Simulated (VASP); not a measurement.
Runs of VASP 6.6.1 on CdSe. The structure is that of space group P6_3mc (No. 186), or close to it. The cells are those of the table. 

```tsv
level	cell	k mesh	gap on the mesh (eV)	pressure (GPa)
r2SCAN	a = 4.341, b = 4.341, c = 7.077 Å, angles 90.0, 90.0, 120.0°, 4 atoms	12 × 12 × 4	1.09	0.2
PBE	a = 4.427, b = 4.427, c = 7.224 Å, angles 90.0, 90.0, 120.0°, 4 atoms	6 × 6 × 4	0.47	-1.0
r2SCAN	a = 4.341, b = 4.341, c = 7.077 Å, angles 90.0, 90.0, 120.0°, 4 atoms	6 × 6 × 4	1.09	0.2
r2SCAN	a = 4.252, b = 4.252, c = 6.932 Å, angles 90.0, 90.0, 120.0°, 4 atoms	6 × 6 × 4	1.24	4.0
PBE	a = 4.341, b = 4.341, c = 7.077 Å, angles 90.0, 90.0, 120.0°, 4 atoms	12 × 12 × 4	(a)	1.7
r2SCAN	a = 4.297, b = 4.297, c = 7.005 Å, angles 90.0, 90.0, 120.0°, 4 atoms	6 × 6 × 4	1.17	2.0
r2SCAN	a = 4.426, b = 4.426, c = 7.215 Å, angles 90.0, 90.0, 120.0°, 4 atoms	6 × 6 × 4	0.95	-2.4
PBE	a = 4.383, b = 4.383, c = 7.154 Å, angles 90.0, 90.0, 120.0°, 4 atoms	6 × 6 × 4	(b)	(c)
```

Alike in all rows: task single point; potentials or basis VASP PAW PBE potentials, release 64 (Cd, Se); no spin polarisation; cutoff (eV) 520; smearing gaussian 0.01 eV.

Task: Estimate the missing entries.

Result: (a) 0.61; (b) 0.54; (c) 0.3.

Caveats: the PAW data sets were made with another functional, which shifts forces and pressure a little (at least some runs); the cell stands under pressure (at least some runs).

A k mesh can miss the band edges, and the runs leave out spin-orbit coupling on Cd, Se.
